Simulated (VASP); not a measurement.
Input of a VASP 6.6.1 run:

The input INCAR:

```
SYSTEM = Cu
ALGO = Fast
EDIFF = 1E-6
ENCUT = 520
GGA = PS
ISIF = 2
ISMEAR = 0
LASPH = .TRUE.
LCHARG = .TRUE.
LELF = .TRUE.
LREAL = .FALSE.
LVHAR = .TRUE.
LWAVE = .FALSE.
NBANDS = 12
NELM = 60
PREC = Accurate
SIGMA = 0.15
```

Contents of KPOINTS:

```
k-points
0
G
  24 24 24
  0 0 0
```

The input POSCAR:

```
Cu
1.0
   -0.0864153256      1.7653416519      1.7653416519
    1.7653416519     -0.0864153256      1.7653416519
    1.7653416519      1.7653416519     -0.0864153256
Cu
1
Direct
    0.0000000000      0.0000000000      0.0000000000
```

Potentials or basis: VASP PAW PBE potentials, release 64 (Cu).

Command:

```bash
$ cat potpaw_PBE.64/Cu/POTCAR > POTCAR
$ mpirun -np 1 vasp_std > vasp.out
```

**Question.** Estimate the pressure.

**Answer.** -4.6 GPa.

**Question.** Predict the band gap on the k mesh.

**Answer.** Zero (an odd number of electrons rules out a gap without spin polarisation).

Stress tensor (GPa, compression positive):
```
-4.62  3.59  3.59
 3.59 -4.62  3.59
 3.59  3.59 -4.62
```

Caveat: the cell stands under tension; the PAW data sets were made with another functional, which shifts forces and pressure a little.
